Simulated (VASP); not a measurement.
**AlAs (zincblende type): single point with LDA**

The system is AlAs (zincblende type).

```
Al As
1.0
     0.00000    2.81417    2.81417
     2.81417    0.00000    2.81417
     2.81417    2.81417    0.00000
Al As
1 1
Direct
  0.00000 0.00000 0.00000
  0.25000 0.25000 0.25000
```

```yaml
Program: VASP 6.6.1
Task: single point
Functional: LDA
Potentials_or_basis: VASP PAW LDA potentials, release 64 (Al, As)
Cutoff: 500 eV
k_mesh: 10 × 10 × 10
Occupations: fermi-dirac, width 0.02 eV
Spin: no spin polarisation
Dipole_correction: no
Further_INCAR_settings: ALGO = Normal; EDIFF = 1e-06; NBANDS = 11
```

The pressure is 0.4 GPa and the band gap on the k mesh is 1.31 eV, indirect (least direct gap 2.02 eV).

Levels at points of the mesh, in eV from the valence-band top:
```csv
k point,band 1,band 2,band 3,band 4,band 5,band 6,band 7,band 8
"(0.00, 0.00, 0.00)",-11.99,0.00,0.00,0.00,2.02,4.28,4.28,4.28
"(0.50, 0.00, 0.00)",-10.54,-5.67,-0.84,-0.84,2.09,4.65,4.65,7.62
"(0.50, 0.50, 0.00)",-9.97,-5.51,-2.22,-2.22,1.31,2.20,10.34,10.34
```

Wall time 34 s on 1 thread of AMD EPYC 7R13 (shared host), peak memory 0.13 GiB.

A k mesh can miss the band edges. As with any semilocal functional, this LDA gap is likely too small.
